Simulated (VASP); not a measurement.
## Co: single point with LDA

The system is Co.

```
CELL_PARAMETERS angstrom
2.47200 0.00000 0.00000
-1.23600 2.14081 0.00000
0.00000 0.00000 4.02114
ATOMIC_POSITIONS crystal
Co 0.33333 0.66667 0.25000
Co 0.66667 0.33333 0.75000
```

```
Program             : VASP 6.6.1
Task                : single point
Functional          : LDA
Potentials or basis : VASP PAW LDA potentials, release 64 (Co_sv)
Cutoff              : 690 eV
k mesh              : 3 × 3 × 1
Occupations         : fermi-dirac, width 0.025852 eV
Spin                : collinear spin, ferromagnetic start
Starting moments    : [1.83, 1.83] μB
```

| Item | Value |
| --- | --- |
| Pressure | -14.7 GPa |
| Net moment | 3.78 μB per cell |
| Site moments | Co +1.87 μB |
| Valence electrons inside the program's atomic spheres | Co 15.09 |

Stress tensor (GPa, compression positive):
```
-11.87   0.00   0.00
  0.00 -11.87   0.00
  0.00   0.00 -20.22
```

Levels at points of the mesh, in eV from the Fermi level:
Spin up:
| k point | band 17 | band 18 | band 19 | band 20 | band 21 | band 22 |
| --- | --- | --- | --- | --- | --- | --- |
| (0.00, 0.00, 0.00) | -1.71 | -0.56 | -0.56 | -0.23 | 6.42 | 22.02 |
Spin down:
```tsv
k point	band 12	band 13	band 14	band 15	band 16	band 17	band 18	band 19
(0.00, 0.00, 0.00)	-0.85	-0.85	-0.47	-0.47	0.02	0.02	0.02	1.27
```

Wall time 6.7 s on 1 thread of AMD EPYC 7R13 Processor (Zen 3), with other jobs on the host, peak memory 0.1 GiB.

Caveat: the k points lie up to 1.56 Å⁻¹ apart, too coarse for converged energies, forces and pressures.
